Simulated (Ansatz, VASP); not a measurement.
## Two plane-wave programs on TiC

```
Ti C
1.0
     0.00000    2.14669    2.14669
     2.14669    0.00000    2.14669
     2.14669    2.14669    0.00000
Ti C
1 1
Cartesian
  -0.2000 0.0000 0.0000
  2.1467 2.1467 2.1467
```

Alike in both runs: task single point; functional PBEsol; k mesh 24 × 24 × 24; occupations gaussian, width 0.15 eV; no spin polarisation.

|  | VASP | Ansatz |
| --- | --- | --- |
| version | VASP 6.6.1 | Ansatz 0.2.0 |
| potentials or method | VASP PAW PBE potentials, release 64 (Ti_sv, C), cutoff 520 eV | scalar-relativistic, plane waves, PAW |
| valence electrons in the cell | 16 | 16 |

Ansatz gave:

* gap on the k mesh at the Fermi level (eV): none
* pressure (GPa): 5.2
* traceless stress, the component that is largest in VASP (GPa): 9.40
* rms of the force components (eV/Å): 1.256

Question: What did VASP give for the same quantities?

Answer: gap on the k mesh at the Fermi level (eV): none; pressure (GPa): 5.5; traceless stress, the component that is largest in VASP (GPa): 9.48; rms of the force components (eV/Å): 1.262.

VASP's potentials were made for PBE, not for PBEsol. Atom by atom the forces differ by 0.006 eV/Å (rms over components). A gap of «none» marks a metal or a gap that the smearing closes.
